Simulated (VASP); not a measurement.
Runs of VASP 6.6.1 on MgGe2. The structure is that of space group Fd-3m (No. 227), or close to it. The cells are those of the table. 

```csv
task,cell,k mesh,cutoff (eV),gap on the mesh (eV),pressure (GPa),relaxed volume (Å³/atom)
single point,"a = 5.588 Å, angles 60.0°, 6 atoms",8 × 8 × 8,520,none,0.0,-
single point,"a = 5.652 Å, angles 60.0°, 6 atoms",4 × 4 × 4,520,none,(b),-
relaxation of cell and atoms,"relaxed from a = 5.352 Å, angles 60.0°, 6 atoms",4 × 4 × 4,600,none,0.2,21.26
single point,"a = 5.352 Å, angles 60.0°, 6 atoms",4 × 4 × 4,520,none,10.3,-
relaxation of cell and atoms,"relaxed from a = 5.652 Å, angles 60.0°, 6 atoms",8 × 8 × 8,600,none,-0.1,(a)
```

Alike in all rows: level PBE; potentials or basis VASP PAW PBE potentials, release 64 (Mg, Ge_d); no spin polarisation; smearing gaussian 0.1 eV.

Problem. Estimate the missing entries.

Solution. (a) 20.57; (b) 0.1.

Caveats: the volume moved by over 15 % at a fixed basis, so the end points are rough (some runs).

A k mesh can miss the band edges, and the runs leave out spin-orbit coupling on Ge.

A gap of «none» marks levels without a gap at the run's occupations.
